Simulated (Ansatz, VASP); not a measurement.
# MgPb2N2: VASP beside Ansatz

```
Mg Pb N
1.0
     3.48734    0.00000    0.00000
    -1.74367    3.02012    0.00000
     0.00000    0.00000    8.73562
Mg Pb N
1 2 2
Direct
  0.00000 0.00000 0.00000
  0.66667 0.33333 0.28655
  0.33333 0.66667 0.71345
  0.66667 0.33333 0.86182
  0.33333 0.66667 0.13818
```

Alike in both runs: task single point; functional PBEsol; k mesh 12 × 12 × 4; occupations gaussian, width 0.05 eV; no spin polarisation.

```csv
,VASP,Ansatz
version,VASP 6.6.1,Ansatz 0.2.0
potentials or method,"VASP PAW PBE potentials, release 64 (Mg, Pb_d, N), cutoff 520 eV","scalar-relativistic, plane waves, PAW"
valence electrons in the cell,40,48
```

Ansatz gave:

- pressure (GPa): -3.6
- traceless stress, the component that is largest in VASP (GPa): 6.02
- rms of the force components (eV/Å): 0.138

Estimate VASP's values.

pressure (GPa): -3.7; traceless stress, the component that is largest in VASP (GPa): 6.05; rms of the force components (eV/Å): 0.143.

VASP's potentials were made for PBE, not for PBEsol. Atom by atom the forces differ by 0.013 eV/Å (rms over components). The functional is the same, so the differences come from potentials, cutoffs and numerics. VASP's potentials hold 40 valence electrons a cell and Ansatz's 48, so a difference there can come from the potentials and not from the codes.

Neither program's run includes spin-orbit coupling.
